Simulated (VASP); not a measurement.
Set up this calculation in VASP 6.6.1, as the native input.

```yaml
Task: single point
Functional: RPBE
Potentials_or_basis: VASP PAW PBE potentials, release 64 (Li_sv)
Cutoff: 520 eV
k_mesh: 19 × 19 × 19
Occupations: fermi-dirac, width 0.1 eV
Spin: no spin polarisation
Dipole_correction: no
Further_INCAR_settings: ALGO = Normal; EDIFF = 1e-07; NBANDS = 8
```

The structure of Li lies in POSCAR:

```
Li
1.0
    2.7730227483      0.0000000000      0.0000000000
    0.0000000000      2.7730227483      0.0000000000
    0.0000000000      0.0000000000      2.7730227483
Li
1
Direct
    0.0000000000      0.0000000000      0.0000000000
```

This isn't the form of Li at room conditions, which is bcc.

One way to write it, as run:

INCAR

```
PREC = Accurate ; ENCUT = 520
EDIFF = 1E-7 ; ISMEAR = -1
SIGMA = 0.1 ; LREAL = F
LASPH = T ; NELM = 80
ALGO = Normal ; ISIF = 2
LWAVE = F ; LCHARG = F
GGA = RP ; NBANDS = 8
```

KPOINTS

```
regular mesh
0
Gamma
  19 19 19
```

Potentials or basis: VASP PAW PBE potentials, release 64 (Li_sv).

Run with:

```console
$ cat potpaw_PBE.64/Li_sv/POTCAR > POTCAR
$ mpirun -np 1 vasp_std > vasp.out
```

Results of the run:

```yaml
Band_gap_on_the_k_mesh: zero (an odd number of electrons rules out a gap without spin polarisation)
```

It took 31 s on 1 thread of Intel Xeon 8259CL, on a shared host, peak memory 0.15 GiB.
